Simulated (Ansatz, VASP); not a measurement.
**CuNi2: VASP beside Ansatz**

INCAR

```
PREC = Accurate ; ENCUT = 520
EDIFF = 1E-6 ; ISMEAR = 0
SIGMA = 0.1 ; LREAL = False
LASPH = True ; NELM = 150
ALGO = Normal ; ISIF = 2
LWAVE = False ; LCHARG = False
ISPIN = 2 ; MAGMOM = 0 0 2 2 2 2
LORBIT = 11 ; LMAXMIX = 4
GGA = PE ; NBANDS = 44
```

KPOINTS

```
Automatic mesh
0
Gamma
  6 6 2
```

POSCAR

```
CuNi2
1.0
    2.5140403200      0.0000000000      0.0000000000
   -1.2570201600      2.1772227900      0.0000000000
    0.0000000000      0.0000000000     12.0109271500
Cu Ni
2 4
Direct
    0.3333333300      0.6666666700      0.0833333300
    0.6666666700      0.3333333300      0.9166666700
    0.3333333300      0.6666666700      0.7500000000
    0.3333333300      0.6666666700      0.4166666700
    0.6666666700      0.3333333300      0.2500000000
    0.6666666700      0.3333333300      0.5833333300
```

Input for Ansatz:

```yaml
crystal:
  lattice:
    - [2.51404032, 0.0, 0.0]
    - [-1.25702016, 2.17722279, 0.0]
    - [0.0, 0.0, 12.01092715]
  atoms:
    - { symbol: Cu, position: [0.33333333, 0.66666667, 0.08333333] }
    - { symbol: Cu, position: [0.66666667, 0.33333333, 0.91666667] }
    - { symbol: Ni, position: [0.33333333, 0.66666667, 0.75], spin: 2.0 }
    - { symbol: Ni, position: [0.33333333, 0.66666667, 0.41666667], spin: 2.0 }
    - { symbol: Ni, position: [0.66666667, 0.33333333, 0.25], spin: 2.0 }
    - { symbol: Ni, position: [0.66666667, 0.33333333, 0.58333333], spin: 2.0 }
basis:
  ecutwfc: 420
kpoints:
  mp_grid: { grid: [6, 6, 2] }
hamiltonian:
  xc: pbe
scf:
  occupations: { method: gaussian, width: 0.1 }
  lower_state_search: "off"
output:
  forces: true
  stress: true
  eigenvalues: true
  populations: true
magnetization:
  spin_polarized: true
```

Alike in both runs: task single point; functional PBE; k mesh 6 × 6 × 2; occupations gaussian, width 0.1 eV; collinear spin.

|  | VASP | Ansatz |
| --- | --- | --- |
| version | VASP 6.6.1 | Ansatz 0.2.0 |
| potentials or method | VASP PAW PBE potentials, release 64 (Cu, Ni), cutoff 520 eV | scalar-relativistic, plane waves, PAW |
| valence electrons in the cell | 62 | 110 |

Ansatz gave:

- gap on the k mesh at the Fermi level (eV): none
- pressure (GPa): 4.6
- traceless stress, the component that is largest in VASP (GPa): 6.27
- rms of the force components (eV/Å): 0.134
- net moment per atom (μB): 0.36
- size of the moment on the site where the two differ most (μB): 0.72

**Question.** Estimate VASP's values.

**Answer.** gap on the k mesh at the Fermi level (eV): none; pressure (GPa): 4.8; traceless stress, the component that is largest in VASP (GPa): 6.19; rms of the force components (eV/Å): 0.139; net moment per atom (μB): 0.35; size of the moment on the site where the two differ most (μB): 0.69.

Site moments also hang on the region over which each program counts them. Atom by atom the forces differ by 0.006 eV/Å (rms over components). A gap of «none» marks a metal or a gap that the smearing closes. The functional is the same, so the differences come from potentials, cutoffs and numerics. VASP's potentials hold 62 valence electrons a cell and Ansatz's 110, so a difference there can come from the potentials and not from the codes.

The k mesh is coarse, so the values compare programs but aren't converged.
